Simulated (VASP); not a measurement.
Set up this calculation in VASP 6.6.1, as the native input.

| Property | Result |
| --- | --- |
| Task | single point |
| Functional | PBEsol |
| Potentials or basis | VASP PAW PBE potentials, release 64 (Zr_sv, O) |
| Cutoff | 520 eV |
| k mesh | 9 × 9 × 8 |
| Occupations | gaussian, width 0.15 eV |
| Spin | no spin polarisation |
| Dipole correction | no |
| Further INCAR settings | ALGO = Normal; EDIFF = 1e-07; NBANDS = 52 |

The structure of Zr3O lies in POSCAR:

```
Zr3O
1.0
    5.7786427719      0.0000000000      0.0000000000
   -2.8893213860      5.0044514399      0.0000000000
    0.0000000000      0.0000000000      4.8147651576
Zr O
6 2
Direct
    0.3461873000      0.0000000000      0.0000000000
    0.3461873000      0.3461873000      0.5000000000
    0.0000000000      0.3461873000      0.0000000000
    0.6538127000      0.0000000000      0.5000000000
    0.6538127000      0.6538127000      0.0000000000
    0.0000000000      0.6538127000      0.5000000000
    0.3333333333      0.6666666667      0.2500000000
    0.6666666667      0.3333333333      0.7500000000
```

This cell differs from its parent crystal: atoms shifted along a free coordinate, c/a of the conventional cell at fixed volume 0.8332.

The input as run:

INCAR

```
ALGO     = Normal         # electronic algorithm
EDIFF    = 1E-7           # SCF threshold, eV
ENCUT    = 520            # plane-wave cutoff, eV
GGA      = PS             # functional
ISIF     = 2              # what is computed and relaxed
ISMEAR   = 0              # smearing method
LASPH    = T              # aspherical terms in the spheres
LCHARG   = F              # write CHGCAR
LREAL    = F              # projectors in reciprocal space
LWAVE    = F              # write WAVECAR
NBANDS   = 52             # bands
NELM     = 80             # most SCF steps
PREC     = Accurate       # precision mode
SIGMA    = 0.15           # smearing width, eV
```

KPOINTS

```
k-points
0
Gamma
  9 9 8
```

Potentials or basis: VASP PAW PBE potentials, release 64 (Zr_sv, O).

Command:

```sh
$ cat potpaw_PBE.64/Zr_sv/POTCAR potpaw_PBE.64/O/POTCAR > POTCAR
$ mpirun -np 1 vasp_std > vasp.out
```

It gave:

```yaml
Pressure: 1.7 GPa
Largest_force: 0.395 eV/Å
Band_gap_on_the_k_mesh: zero (bands 42 and 43 overlap by 0.86 eV)
```

Caveat: the PAW data sets were made with another functional, which shifts forces and pressure a little.

Wall time 5.7 min on 1 thread of AMD EPYC 9R45 96-Core Processor (Zen 5) (shared host), peak memory 0.44 GiB.
